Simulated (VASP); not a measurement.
# MgB2 (P6/mmm) in VASP: single point with r2SCAN

Aim: the single point of MgB2 with r2SCAN.

All numbers are computed with VASP 6.6.1; they aren't measurements. Logs are shortened: lines on timing, memory, paths and dates and some standing lists are left out, and cuts for length are marked.

### 1 The cell of the first run

Symmetry: P6/mmm, No. 191, hexagonal system. Conventional cell: a = 3.041 Å, b = 3.041 Å, c = 3.471 Å, α = 90.00°, β = 90.00°, γ = 120.00°. Mg (site symmetry 6/mmm) has 12 B at 2.47 Å and 6 Mg at 3.04 Å within 3.3 Å. Within 2.3 Å of B (site symmetry -6m2) lie 3 B at 1.76 Å.

### 2 Single point, r2SCAN (9.27 Å³/atom)

POSCAR

```
MgB2
1.0
    3.0409680899      0.0000000000      0.0000000000
   -1.5204840450      2.6335556180      0.0000000000
    0.0000000000      0.0000000000      3.4707387513
Mg B
1 2
Direct
    0.0000000000      0.0000000000      0.0000000000
    0.3333333333      0.6666666667      0.5000000000
    0.6666666667      0.3333333333      0.5000000000
```

INCAR.step1

```
ALGO = Normal ; EDIFF = 1E-5
ENCUT = 920 ; GGA = PE
GGA_COMPAT = False ; ISMEAR = 0
LASPH = True ; LCHARG = False
LREAL = False ; LWAVE = True
NBANDS = 15 ; NELM = 120
PREC = Accurate ; SIGMA = 0.1
```

INCAR.step2

```
ALGO = Normal ; EDIFF = 1E-6
ENCUT = 920 ; GGA_COMPAT = False
ISIF = 2 ; ISMEAR = 0
ISTART = 1 ; LASPH = True
LCHARG = False ; LMIXTAU = True
LREAL = False ; LWAVE = False
METAGGA = R2SCAN ; NBANDS = 15
NELM = 120 ; PREC = Accurate
SIGMA = 0.1
```

KPOINTS

```
k-points
0
Gamma
  15 15 12
```

Potentials or basis: VASP PAW PBE potentials, release 64 (Mg_sv, B).

Launch:

```
$ cat potpaw_PBE.64/Mg_sv/POTCAR potpaw_PBE.64/B/POTCAR > POTCAR
$ cp INCAR.step1 INCAR
$ mpirun -np 1 vasp_std > vasp.out
$ cp INCAR.step2 INCAR
$ mpirun -np 1 vasp_std > vasp.out
```

OUTCAR:

```text
EDIFF = 1E-6
   ENCUT = 920
   ISIF = 2
   ISMEAR = 0
   ISTART = 1
   LASPH = True
   LREAL = False
   METAGGA = R2SCAN
   NELM = 120
   PREC = Accurate

 ion  position               nearest neighbor table
   1  0.000  0.000  0.000-
   2  0.333  0.667  0.500-   3 1.76   3 1.76   3 1.76
   3  0.667  0.333  0.500-   2 1.76   2 1.76   2 1.76

  LATTYP: Found a hexagonal cell.
 ALAT       =     3.0409680899
 C/A-ratio  =     1.1413269224

  Lattice vectors:

 A1 = (   3.0409680899,   0.0000000000,   0.0000000000)
 A2 = (  -1.5204840450,   2.6335556180,   0.0000000000)
 A3 = (   0.0000000000,   0.0000000000,   3.4707387513)

Analysis of symmetry for initial positions (statically):
=====================================================================
 Subroutine PRICEL returns:
 Original cell was already a primitive cell.

 Routine SETGRP: Setting up the symmetry group for a
 hexagonal supercell.

 Subroutine GETGRP returns: Found 24 space group operations
 (whereof 24 operations were pure point group operations)
 out of a pool of 24 trial point group operations.

The static configuration has the point symmetry D_6h.

Analysis of symmetry for dynamics (positions and initial velocities):
=====================================================================
 Subroutine PRICEL returns:
 Original cell was already a primitive cell.

 Routine SETGRP: Setting up the symmetry group for a
 hexagonal supercell.

 Subroutine GETGRP returns: Found 24 space group operations
 (whereof 24 operations were pure point group operations)
 out of a pool of 24 trial point group operations.

The dynamic configuration has the point symmetry D_6h.

 Subroutine INISYM returns: Found 24 space group operations
 (whereof 24 operations are pure point group operations),
 and found     1 'primitive' translations

----------------------------------------------------------------------------------------

                                     Primitive cell

  volume of cell :      27.7956

  direct lattice vectors                    reciprocal lattice vectors
     3.040968090  0.000000000  0.000000000     0.328842648  0.189857392  0.000000000
    -1.520484045  2.633555618  0.000000000     0.000000000  0.379714783  0.000000000
     0.000000000  0.000000000  3.470738751     0.000000000  0.000000000  0.288123098

  length of vectors
     3.040968090  3.040968090  3.470738751     0.379714783  0.379714783  0.288123098

  position of ions in fractional coordinates (direct lattice)
     0.000000000  0.000000000  0.000000000
     0.333333333  0.666666667  0.500000000
     0.666666667  0.333333333  0.500000000

  ion indices of the primitive-cell ions
   primitive index   ion index
                 1           1
                 2           2
                 3           3

----------------------------------------------------------------------------------------

 KPOINTS: k-points

Automatic generation of k-mesh.
 Grid dimensions read from file:
 generate k-points for:   15   15   12

 Generating k-lattice:

  Cartesian coordinates                     Fractional coordinates (reciprocal lattice)
     0.021922843  0.012657159  0.000000000     0.066666667  0.000000000  0.000000000
     0.000000000  0.025314319  0.000000000     0.000000000  0.066666667  0.000000000
     0.000000000  0.000000000  0.024010258     0.000000000  0.000000000  0.083333333

  Length of vectors
     0.025314319  0.025314319  0.024010258

  Shift w.r.t. Gamma in fractional coordinates (k-lattice)
     0.000000000  0.000000000  0.000000000

 Subroutine IBZKPT returns following result:
 ===========================================

 Found    189 irreducible k-points:

 Following reciprocal coordinates:
            Coordinates               Weight
  0.000000  0.000000  0.000000      1.000000
  0.066667 -0.000000  0.000000      6.000000
  0.133333  0.000000  0.000000      6.000000
  0.200000  0.000000  0.000000      6.000000
  0.266667  0.000000  0.000000      6.000000
  0.333333  0.000000  0.000000      6.000000
[... 16 lines left out ...]
  0.333333  0.200000  0.000000     12.000000
  0.400000  0.200000  0.000000      6.000000
 [... further k-points ...]
   k-points           NKPTS =    189   k-points in BZ     NKDIM =    189   number of bands    NBANDS=     15
   number of dos      NEDOS =    301   number of ions     NIONS =      3
   total plane-waves  NPLWV =  32400
   dimension x,y,z NGX =    30 NGY =   30 NGZ =   36
   dimension x,y,z NGXF=    60 NGYF=   60 NGZF=   72
   ions per type =               1   2
   NGX,Y,Z   is equivalent  to a cutoff of  16.40, 16.40, 17.24 a.u.
   NGXF,Y,Z  is equivalent  to a cutoff of  32.80, 32.80, 34.49 a.u.
 SYSTEM =  unknown system
   PREC   = accura    normal or accurate (medium, high low for compatibility)
   ISTART =      1    job   : 0-new  1-cont  2-samecut
   ICHARG =      0    charge: 1-file 2-atom 10-const
   ISPIN  =      1    spin polarized calculation?
   LNONCOLLINEAR =      F non collinear calculations
   LSORBIT =      F    spin-orbit coupling
   LASPH  =      T    aspherical Exc in radial PAW
   ENCUT  =  920.0 eV  67.62 Ry    8.22 a.u.   7.52  7.52  8.58*2*pi/ulx,y,z
   NELM   =    120;   NELMIN=  2; NELMDL=  0     # of ELM steps
   EDIFF  = 0.1E-05   stopping-criterion for ELM
   LREAL  =      F    real-space projection
   EDIFFG = 0.1E-04   stopping-criterion for IOM
   NSW    =      0    number of steps for IOM
   IBRION =     -1    ionic relax: 0-MD 1-quasi-New 2-CG
   NFREE  =      0    steps in history (QN), initial steepest desc. (CG)
   ISIF   =      2    stress and relaxation
   ISYM   =      2    0-nonsym 1-usesym 2-fastsym
   POTIM  = 0.5000    time-step for ionic-motion
   TEBEG  =    0.0;   TEEND  =   0.0 temperature during run
   PSTRESS=    0.0 pullay stress
   NELECT =      16.0000    total number of electrons
   NUPDOWN=      -1.0000    fix difference up-down
   EMIN   =  10.00;   EMAX   =-10.00  energy-range for DOS
   EFERMI =   0.00;   METHOD = LEGACY
   ISMEAR =     0;   SIGMA  =   0.10  broadening in eV -4-tet -1-fermi 0-gaus
   EFERMI_NEDOS =   21; number of points for ismear=-14 and -15
   IALGO  =     38    algorithm
   IMIX   =      4    mixing-type and parameters
     AMIX     =   0.40;   BMIX     =  1.00
     AMIX_MAG =   1.60;   BMIX_MAG =  1.00
  volume/ion in A,a.u.               =       9.27        62.52
  Fermi-wavevector in a.u.,A,eV,Ry     =   1.361829  2.573485 25.233086  1.854580
  Thomas-Fermi vector in A             =   2.488372
   LORBIT       =      0    0 simple, 1 ext, 2 COOP (PROOUT), +10 PAW based schemes
   METAGGA = R2SCAN    functional components
   LHFCALC =     F    Hartree Fock is set to
   AEXX    =    0.0000 exact exchange contribution
   IVDW    =     0    specifies the selected vdW correction
   LEPSILON=     F    determine dielectric tensor
   LRPA    =     F    only Hartree local field effects (RPA)
 non-spin polarized calculation
 Gauss-broadening in eV      SIGMA  =   0.10
  energy-cutoff  :      920.00
  volume of cell :       27.80
 maximum number of plane-waves:      1811
 NGX is ok and might be reduce to    30
   NGX = 15   NGY = 15   NGZ = 17

 number of electron      15.9999998 magnetization

 Free energy of the ion-electron system (eV)
  ---------------------------------------------------
  ext. energy  EPLUGINS =         0.00000000
  ---------------------------------------------------
  free energy    TOTEN  =       -19.40285402 eV

  energy without entropy =      -19.39949230  energy(sigma->0) =      -19.40117316

 E-fermi :   5.4044     XC(G=0): -12.0108

 val. band max:        5.4005059590   @ k =   0.0667  -0.0000   0.0833
 cond. band min:       5.4167885713   @ k =   0.4000  -0.0000   0.5000
 fundamental gap:      0.0162826123
 Fermi energy:         5.4043654303

 k-point     1 :       0.0000    0.0000    0.0000
  band No.  band energies     occupation
      1     -72.7425      2.00000
      2     -37.8482      2.00000
      3     -37.8482      2.00000
      4     -37.8358      2.00000
      5      -8.0804      2.00000
      6       2.1962      2.00000
      7       5.8162      0.00000
      8       5.8162      0.00000
      9       7.5205      0.00000
     10      12.2159      0.00000
     11      12.2159      0.00000
     12      14.3559      0.00000
     13      16.5896      0.00000
     14      19.7750      0.00000
     15      23.1208      0.00000

 k-point     2 :       0.0667   -0.0000    0.0000
  band No.  band energies     occupation
      1     -72.7423      2.00000
      2     -37.8502      2.00000
      3     -37.8487      2.00000
      4     -37.8355      2.00000
      5      -7.9965      2.00000
      6       2.2775      2.00000
      7       5.3723      1.34988
      8       5.6072      0.00413
      9       7.5880      0.00000
     10      12.2151      0.00000
     11      12.5982      0.00000
     12      14.5400      0.00000
     13      16.2542      0.00000
     14      20.1684      0.00000
     15      22.7458      0.00000

 k-point     3 :       0.1333    0.0000    0.0000
  band No.  band energies     occupation
      1     -72.7418      2.00000
      2     -37.8559      2.00000
      3     -37.8501      2.00000
      4     -37.8346      2.00000
      5      -7.7456      2.00000
      6       2.5206      2.00000
      7       4.2630      2.00000
      8       5.1043      1.99998
      9       7.8022      0.00000
     10      12.0415      0.00000
     11      13.6170      0.00000
     12      15.0760      0.00000
     13      15.3365      0.00000
     14      21.2262      0.00000
     15      21.9670      0.00000
[... 343 lines left out ...]
 k-point    23 :       0.3333    0.2000    0.0000
  band No.  band energies     occupation
      1     -72.7382      2.00000
      2     -37.8882      2.00000
      3     -37.8683      2.00000
      4     -37.8282      2.00000
      5      -4.1516      2.00000
      6      -1.7569      2.00000
      7       0.7264      2.00000
      8       5.7996      0.00000
      9       8.9051      0.00000
     10      11.1201      0.00000
     11      12.4643      0.00000
     12      14.8328      0.00000
     13      16.1172      0.00000
     14      18.7097      0.00000
     15      19.4986      0.00000

 k-point    24 :       0.4000    0.2000    0.0000
  band No.  band energies     occupation
      1     -72.7380      2.00000
      2     -37.8892      2.00000
      3     -37.8694      2.00000
      4     -37.8279      2.00000
      5      -3.4064      2.00000
      6      -2.6041      2.00000
      7       0.6232      2.00000
      8       6.2215      0.00000
      9       8.3879      0.00000
     10      11.7487      0.00000
     11      11.9276      0.00000
     12      14.7962      0.00000
     13      15.9579      0.00000
     14      18.7448      0.00000
     15      20.5668      0.00000

 [... further k-points ...]

------------------------ aborting loop because EDIFF is reached ----------------------------------------

  FORCE on cell =-STRESS in cart. coord.  units (eV):
  Direction    XX          YY          ZZ          XY          YZ          ZX
  --------------------------------------------------------------------------------------
  -------------------------------------------------------------------------------------
  Total        0.8921923      0.8921923      0.8446491     -0.0000000     -0.0000000      0.0000000
  in kB       51.4271854     51.4271854     48.6867331     -0.0000000     -0.0000000      0.0000000
  external PRESSURE =      50.5137013 kB  Pullay stress =       0.0000000 kB

 VOLUME and BASIS-vectors are now :
 -----------------------------------------------------------------------------
  energy-cutoff  :      920.00
  volume of cell :       27.80
      direct lattice vectors                 reciprocal lattice vectors
     3.040968090  0.000000000  0.000000000     0.328842648  0.189857392  0.000000000
    -1.520484045  2.633555618  0.000000000     0.000000000  0.379714783  0.000000000
     0.000000000  0.000000000  3.470738751     0.000000000  0.000000000  0.288123098

 POSITION                                       TOTAL-FORCE (eV/Angst)
 -----------------------------------------------------------------------------------
      0.00000      0.00000      0.00000        -0.000000      0.000000     -0.000000
     -0.00000      1.75570      1.73537         0.000000      0.000000     -0.000000
      1.52048      0.87785      1.73537        -0.000000      0.000000      0.000000
 -----------------------------------------------------------------------------------
    total drift:                                0.000000     -0.000000      0.000000

  FREE ENERGIE OF THE ION-ELECTRON SYSTEM (eV)
  ---------------------------------------------------
  free  energy   TOTEN  =       -19.4028540215 eV

  energy  without entropy=      -19.3994922987  energy(sigma->0) =      -19.40117316
```

Wall time 7.5 min (1 thread of AMD EPYC 7R13 (Zen 3), shared host); peak memory 0.28 GiB.

Results:

```yaml
Free_energy: -19.4029 eV
Pressure: 5.1 GPa
Band_gap_on_the_k_mesh: zero (bands 8 and 9 overlap by 4.09 eV)
```

Levels at points of the mesh, in eV from the Fermi level:
| k point | band 6 | band 7 | band 8 | band 9 | band 10 | band 11 |
| --- | --- | --- | --- | --- | --- | --- |
| (0.00, 0.00, 0.00) | -3.21 | 0.41 | 0.41 | 2.12 | 6.81 | 6.81 |
| (0.00, 0.00, 0.50) | -7.94 | 0.83 | 0.83 | 7.10 | 7.10 | 8.84 |

Caveat: the cell stands under pressure; the PAW data sets were made with another functional, which shifts forces and pressure a little.
